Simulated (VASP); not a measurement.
# TiSi2 in VASP: further runs

TiSi2 is run at these levels: PBE; tasks: single point.

Everything below comes from runs of VASP 6.6.1. Logs are shortened: lines on timing, memory, paths and dates and some standing lists are left out, and cuts for length are marked.

**1. The cell of the first run**

The cell holds a disordered packing, 18 atoms: a = 6.668 Å, b = 6.453 Å, c = 6.744 Å, α = 90.17°, β = 91.62°, γ = 85.70°.

**2. Single point, PBE**

File INCAR:

```
SYSTEM = TiSi2
PREC = Accurate
ENCUT = 400
EDIFF = 1E-6
ISMEAR = -1
SIGMA = 0.1689
LREAL = Auto
LASPH = .True.
NELM = 120
ALGO = Normal
ISIF = 2
LWAVE = .False.
LCHARG = .False.
GGA = PE
ISYM = -1
NBANDS = 75
GGA_COMPAT = .False.
```

File KPOINTS:

```
explicit points
1
Reciprocal
  0.25000000   0.25000000   0.25000000 1
```

File POSCAR:

```
TiSi2
1.0
    6.6632510000      0.2460850000     -0.0945350000
    0.2460850000      6.4484990000     -0.0081680000
   -0.0945350000     -0.0081680000      6.7432540000
Ti Si
6 12
Direct
    0.4030512922      0.2381967600      0.8970918261
    0.5038509648      0.7793050616      0.7593138142
    0.2203937006      0.5198172234      0.5519624184
    0.7977450930      0.9262690482      0.3593452950
    0.0880484947      0.9733116341      0.7134565410
    0.1958475655      0.6721539031     -0.0084574001
    0.4873172991      0.9054263233      0.1356779773
    0.6184740257      0.5397158061      0.4385427037
    0.2326617254      0.8645503368      0.3608646988
    0.8768272762      0.7048887334      0.7038850083
    0.0776646300      0.1133417569      0.1063059172
    0.2548621430      0.3785760052      0.1903454329
    0.4095530310      0.1552294579      0.5122259980
    0.7919778887      0.8574029028      0.9877130383
    0.6141996679      0.5364533969      0.0567481392
    0.7178076224      0.2145654619      0.6539979829
    0.0121530091      0.3510719088      0.8391926865
    0.7318571091      0.2544744982      0.2620719403
```

Potentials or basis: VASP PAW PBE potentials, release 64 (Ti_sv, Si).

Command:

```console
$ cat potpaw_PBE.64/Ti_sv/POTCAR potpaw_PBE.64/Si/POTCAR > POTCAR
$ mpirun -np 1 vasp_std > vasp.out
```

OUTCAR:

```text
SYSTEM = TiSi2
   PREC = Accurate
   ENCUT = 400
   EDIFF = 1E-6
   ISMEAR = -1
   LREAL = Auto
   LASPH = .True.
   NELM = 120
   ISIF = 2
   GGA = PE
   ISYM = -1

 ion  position               nearest neighbor table
   1  0.403  0.238  0.897-  12 2.38  13 2.65  17 2.67  15 2.67  16 2.69   7 2.70  11 2.79
   2  0.504  0.779  0.759-  14 2.51  10 2.54  15 2.60   7 2.67   8 2.75   6 2.75  13 2.97
   3  0.220  0.520  0.552-   9 2.58  13 2.60  12 2.61  17 2.69  10 2.73   8 2.80
   4  0.798  0.926  0.359-  18 2.23   7 2.54  14 2.54  10 2.75  16 2.75  11 2.90   9 2.90   8 2.90

   5  0.088  0.973  0.713-  10 2.31  17 2.60   9 2.66   6 2.75  11 2.80  16 2.84  14 2.88  13 2.89

   6  0.196  0.672  0.992-  12 2.33  17 2.67   7 2.70   5 2.75   2 2.75   9 2.79  10 2.83  14 2.86
                            15 2.88  11 3.00
   7  0.487  0.905  0.136-  14 2.29   9 2.34  15 2.53   4 2.54   2 2.67   1 2.70   6 2.70  11 2.95
                            18 2.99  13 3.04
   8  0.618  0.540  0.439-  18 2.28  15 2.57  16 2.59  10 2.72   2 2.75   3 2.80   4 2.90  13 2.98
                            12 3.15
   9  0.233  0.865  0.361-   7 2.34  13 2.49  11 2.50   3 2.58   5 2.66   6 2.79   4 2.90
  10  0.877  0.705  0.704-  14 2.22   5 2.31   2 2.54  17 2.55   8 2.72   3 2.73   4 2.75   6 2.83

  11  0.078  0.113  0.106-  12 2.22  17 2.38   9 2.50  18 2.66  14 2.72   1 2.79   5 2.80   4 2.90
                             7 2.95   6 3.00
  12  0.255  0.379  0.190-  11 2.22   6 2.33   1 2.38   3 2.61  13 2.74  17 2.84  15 2.84   8 3.15

  13  0.410  0.155  0.512-  16 2.30   9 2.49   3 2.60   1 2.65  12 2.74  18 2.88   5 2.89   2 2.97
                             8 2.98   7 3.04
  14  0.792  0.857  0.988-  10 2.22   7 2.29   2 2.51  15 2.51   4 2.54  11 2.72   6 2.86   5 2.88

  15  0.614  0.536  0.057-  18 2.36  14 2.51   7 2.53   8 2.57   2 2.60   1 2.67  12 2.84   6 2.88

  16  0.718  0.215  0.654-  13 2.30  17 2.51   8 2.59  18 2.66   1 2.69   4 2.75   5 2.84
  17  0.012  0.351  0.839-  11 2.38  16 2.51  10 2.55   5 2.60   1 2.67   6 2.67   3 2.69  12 2.84

  18  0.732  0.254  0.262-   4 2.23   8 2.28  15 2.36  11 2.66  16 2.66  13 2.88   7 2.99

IMPORTANT INFORMATION: All symmetrisations will be switched off!
NOSYMM: (Re-)initialisation of all symmetry stuff for point group C_1.

----------------------------------------------------------------------------------------

                                     Primitive cell

  volume of cell :     289.2779

  direct lattice vectors                    reciprocal lattice vectors
     6.663251000  0.246085000 -0.094535000     0.150318448 -0.005733731  0.002100399
     0.246085000  6.448499000 -0.008168000    -0.005733731  0.155293792  0.000107723
    -0.094535000 -0.008168000  6.743254000     0.002100399  0.000107723  0.148325933

  length of vectors
     6.668463735  6.453197959  6.743921566     0.150442424  0.155399644  0.148340843

  position of ions in fractional coordinates (direct lattice)
     0.403051292  0.238196760  0.897091826
     0.503850965  0.779305062  0.759313814
     0.220393701  0.519817223  0.551962418
     0.797745093  0.926269048  0.359345295
     0.088048495  0.973311634  0.713456541
     0.195847566  0.672153903  0.991542600
[... 10 lines left out ...]
     0.012153009  0.351071909  0.839192686
     0.731857109  0.254474498  0.262071940

  ion indices of the primitive-cell ions
   primitive index   ion index
                 1           1
                 2           2
                 3           3
                 4           4
                 5           5
                 6           6
[... 10 lines left out ...]
                17          17
                18          18

----------------------------------------------------------------------------------------

 KPOINTS: explicit points

Read explicit list of k-points.

 Found      1 k-points:

 Following reciprocal coordinates:
            Coordinates               Weight
  0.250000  0.250000  0.250000      1.000000
   k-points           NKPTS =      1   k-points in BZ     NKDIM =      1   number of bands    NBANDS=     75
   number of dos      NEDOS =    301   number of ions     NIONS =     18
   total plane-waves  NPLWV =  96768
   dimension x,y,z NGX =    48 NGY =   42 NGZ =   48
   dimension x,y,z NGXF=    96 NGYF=   84 NGZF=   96
   ions per type =               6  12
   NGX,Y,Z   is equivalent  to a cutoff of  11.97, 10.82, 11.83 a.u.
   NGXF,Y,Z  is equivalent  to a cutoff of  23.93, 21.64, 23.67 a.u.
 SYSTEM =  TiSi2
   PREC   = accura    normal or accurate (medium, high low for compatibility)
   ISTART =      0    job   : 0-new  1-cont  2-samecut
   ICHARG =      2    charge: 1-file 2-atom 10-const
   ISPIN  =      1    spin polarized calculation?
   LNONCOLLINEAR =      F non collinear calculations
   LSORBIT =      F    spin-orbit coupling
   LASPH  =      T    aspherical Exc in radial PAW
   ENCUT  =  400.0 eV  29.40 Ry    5.42 a.u.  10.87 10.52 11.00*2*pi/ulx,y,z
   NELM   =    120;   NELMIN=  2; NELMDL= -5     # of ELM steps
   EDIFF  = 0.1E-05   stopping-criterion for ELM
   LREAL  =      T    real-space projection
   EDIFFG = 0.1E-04   stopping-criterion for IOM
   NSW    =      0    number of steps for IOM
   IBRION =     -1    ionic relax: 0-MD 1-quasi-New 2-CG
   NFREE  =      0    steps in history (QN), initial steepest desc. (CG)
   ISIF   =      2    stress and relaxation
   ISYM   =     -1    0-nonsym 1-usesym 2-fastsym
   POTIM  = 0.5000    time-step for ionic-motion
   TEBEG  =    0.0;   TEEND  =   0.0 temperature during run
   PSTRESS=    0.0 pullay stress
   NELECT =     120.0000    total number of electrons
   NUPDOWN=      -1.0000    fix difference up-down
   EMIN   =  10.00;   EMAX   =-10.00  energy-range for DOS
   EFERMI =   0.00;   METHOD = LEGACY
   ISMEAR =    -1;   SIGMA  =   0.17  broadening in eV -4-tet -1-fermi 0-gaus
   EFERMI_NEDOS =   21; number of points for ismear=-14 and -15
   IALGO  =     38    algorithm
   IMIX   =      4    mixing-type and parameters
     AMIX     =   0.40;   BMIX     =  1.00
     AMIX_MAG =   1.60;   BMIX_MAG =  1.00
  volume/ion in A,a.u.               =      16.07       108.45
  Fermi-wavevector in a.u.,A,eV,Ry     =   1.220947  2.307255 20.282365  1.490712
  Thomas-Fermi vector in A             =   2.356147
   LORBIT       =      0    0 simple, 1 ext, 2 COOP (PROOUT), +10 PAW based schemes
   GGA     = PE    functional components
   LHFCALC =     F    Hartree Fock is set to
   AEXX    =    0.0000 exact exchange contribution
   IVDW    =     0    specifies the selected vdW correction
   LEPSILON=     F    determine dielectric tensor
   LRPA    =     F    only Hartree local field effects (RPA)
 non-spin polarized calculation
  energy-cutoff  :      400.00
  volume of cell :      289.28
 maximum number of plane-waves:      5264
 NGX is ok and might be reduce to    48
   NGX = 21   NGY = 21   NGZ = 21

 number of electron     120.0000000 magnetization

 Free energy of the ion-electron system (eV)
  ---------------------------------------------------
  ext. energy  EPLUGINS =         0.00000000
  ---------------------------------------------------
  free energy    TOTEN  =      -111.96796760 eV

  energy without entropy =     -110.95764056  energy(sigma->0) =     -111.46280408

 E-fermi :   8.6496     XC(G=0): -10.9800

 val. band max:        8.4738616146   @ k =   0.2500   0.2500   0.2500
 cond. band min:       8.7739976941   @ k =   0.2500   0.2500   0.2500
 fundamental gap:      0.3001360795
 Fermi energy:         8.6495800051

 k-point     1 :       0.2500    0.2500    0.2500
  band No.  band energies     occupation
      1     -48.1830      2.00000
      2     -48.1428      2.00000
      3     -48.1301      2.00000
      4     -48.0729      2.00000
      5     -48.0221      2.00000
      6     -47.9991      2.00000
[... 64 lines left out ...]
     71      10.1449      0.00029
     72      10.2886      0.00012
 [bands above 72 left out]

------------------------ aborting loop because EDIFF is reached ----------------------------------------

  FORCE on cell =-STRESS in cart. coord.  units (eV):
  Direction    XX          YY          ZZ          XY          YZ          ZX
  --------------------------------------------------------------------------------------
  -------------------------------------------------------------------------------------
  Total        3.4985012     10.3428328      4.7048982      5.1888776      3.3419158      4.9596441
  in kB       19.3765926     57.2842033     26.0582714     28.7388114     18.5093375     27.4691920
  external PRESSURE =      34.2396891 kB  Pullay stress =       0.0000000 kB

 VOLUME and BASIS-vectors are now :
 -----------------------------------------------------------------------------
  energy-cutoff  :      400.00
  volume of cell :      289.28
      direct lattice vectors                 reciprocal lattice vectors
     6.663251000  0.246085000 -0.094535000     0.150318448 -0.005733731  0.002100399
     0.246085000  6.448499000 -0.008168000    -0.005733731  0.155293792  0.000107723
    -0.094535000 -0.008168000  6.743254000     0.002100399  0.000107723  0.148325933

 POSITION                                       TOTAL-FORCE (eV/Angst)
 -----------------------------------------------------------------------------------
      2.65944      1.62787      6.00927         0.874478     -0.010800     -0.906740
      3.47728      5.14314      5.06625        -0.603418      0.327420     -1.699621
      1.54428      3.40177      3.69694        -0.398636      0.518844     -0.451832
      5.50955      6.16642      2.34018         0.976697     -3.051790      1.455016
      0.75876      6.29224      4.79475         1.492694      2.383777     -0.308345
      1.37665      4.37448      6.66222        -0.845196      1.479991     -0.104857
[... 10 lines left out ...]
      0.08804      2.26002      5.65487        -0.354930      0.465350      0.128683
      4.91440      1.81894      1.69595        -0.300331      1.554624     -1.351369
 -----------------------------------------------------------------------------------
    total drift:                                0.004021      0.002044     -0.001090

  FREE ENERGIE OF THE ION-ELECTRON SYSTEM (eV)
  ---------------------------------------------------
  free  energy   TOTEN  =      -111.9679676025 eV

  energy  without entropy=     -110.9576405633  energy(sigma->0) =     -111.46280408
```

Run time: 59 s. Hardware: 1 thread of Intel Xeon 8259CL, shared host; peak memory 0.28 GiB.

What came out:

| Quantity | Value |
| --- | --- |
| Free energy | -111.9680 eV |
| Pressure | 3.4 GPa |
| Largest force | 3.654 eV/Å |

Forces in eV/Å, atoms in the order of the input:
```
Ti   0.874 -0.011 -0.907
Ti  -0.603  0.327 -1.700
Ti  -0.399  0.519 -0.452
Ti   0.977 -3.052  1.455
Ti   1.493  2.384 -0.308
Ti  -0.845  1.480 -0.105
Si  -0.768  0.826 -0.087
Si  -0.363  1.659  1.098
Si  -0.216 -0.073  0.928
Si  -0.464 -2.987 -2.051
Si  -1.278 -1.844 -0.149
Si   0.780 -0.206  2.799
Si  -1.162 -1.167 -0.556
Si   1.555  0.706  1.377
Si  -0.500 -0.387 -0.502
Si   1.575 -0.194  0.383
Si  -0.355  0.465  0.129
Si  -0.300  1.555 -1.351
```

Levels at points of the mesh, in eV from the Fermi level:
```csv
k point,band 56,band 57,band 58,band 59,band 60,band 61,band 62,band 63,band 64,band 65
"(0.25, 0.25, 0.25)",-0.81,-0.61,-0.35,-0.32,-0.18,0.12,0.33,0.45,0.67,0.81
```

Caveat: the atoms stand as in a frame of molecular dynamics.

**3. Single point, PBE**

File INCAR:

```
SYSTEM = TiSi2
  PREC = Accurate
  ENCUT = 400
  EDIFF = 1E-6
  ISMEAR = -1
  SIGMA = 0.1689
  LREAL = Auto
  LASPH = .TRUE.
  NELM = 120
  ALGO = Normal
  ISIF = 2
  LWAVE = .FALSE.
  LCHARG = .FALSE.
  GGA = PE
  ISYM = -1
  NBANDS = 75
  GGA_COMPAT = .FALSE.
```

KPOINTS is that of step 2.

File POSCAR:

```
TiSi2
1.0
    6.6632510000      0.2460850000     -0.0945350000
    0.2460850000      6.4484990000     -0.0081680000
   -0.0945350000     -0.0081680000      6.7432540000
Ti Si
6 12
Direct
    0.4567268271      0.3147320383      0.8316424684
    0.4681176557      0.7386532860      0.7085833965
    0.2222722507      0.4597362559      0.5256676722
    0.8796993139      0.9348068486      0.3386182512
    0.1172918156      0.9694345746      0.7143292427
    0.1959636756      0.6516679651      0.0564327326
    0.5076710286      0.9173957754      0.0774932947
    0.6588172781      0.5736358051      0.3150055965
    0.2627424937      0.8535718483      0.4082023807
    0.8168615192      0.6755574337      0.6437074678
    0.0571746679      0.0634495429      0.0837588593
    0.3229642016      0.2647723413      0.2231664537
    0.5038240754      0.0728999811      0.5096722526
    0.7902599714      0.9607170941      0.8634115464
    0.7627228393      0.5849228474     -0.0183586955
    0.7905215747      0.2248923647      0.6001090687
    0.0430866231      0.3476625409      0.8732270654
    0.7342622980      0.2755210083      0.1565724711
```

Potentials or basis: VASP PAW PBE potentials, release 64 (Ti_sv, Si).

Command:

```console
$ cat potpaw_PBE.64/Ti_sv/POTCAR potpaw_PBE.64/Si/POTCAR > POTCAR
$ mpirun -np 1 vasp_std > vasp.out
```

It took 59 s on 1 thread of Intel Xeon 8259CL, shared host; peak memory 0.28 GiB.

The run converged. Its results:

```
Free energy   : -111.2634 eV
Pressure      : 1.9 GPa
Largest force : 3.356 eV/Å
```

Forces in eV/Å, atoms in the order of the input:
```
Ti   1.075 -1.028  1.146
Ti   0.333 -0.240  1.326
Ti  -1.138  0.784 -0.117
Ti  -1.413 -1.994  0.677
Ti  -0.336  1.147  0.355
Ti  -0.464  0.125  0.603
Si  -0.664  0.453  0.258
Si  -0.611  1.768  2.629
Si  -0.607 -1.333 -2.135
Si   2.435 -0.961 -2.101
Si   1.698  0.091 -0.449
Si   0.272  0.065 -1.278
Si  -1.145  0.917 -0.396
Si  -1.265  0.528  1.009
Si   0.152  0.401 -0.505
Si   1.363  1.517  0.711
Si   0.867  0.049 -0.880
Si  -0.552 -2.290 -0.853
```

Stress tensor (GPa, compression positive):
```
-0.20  3.51  0.66
 3.51  1.04  3.53
 0.66  3.53  4.98
```

Levels at points of the mesh, in eV from the Fermi level:
| k point | band 56 | band 57 | band 58 | band 59 | band 60 | band 61 | band 62 | band 63 | band 64 | band 65 |
| --- | --- | --- | --- | --- | --- | --- | --- | --- | --- | --- |
| (0.25, 0.25, 0.25) | -0.75 | -0.62 | -0.44 | -0.16 | -0.10 | 0.09 | 0.21 | 0.40 | 0.58 | 0.63 |

Caveat: the atoms stand as in a frame of molecular dynamics.
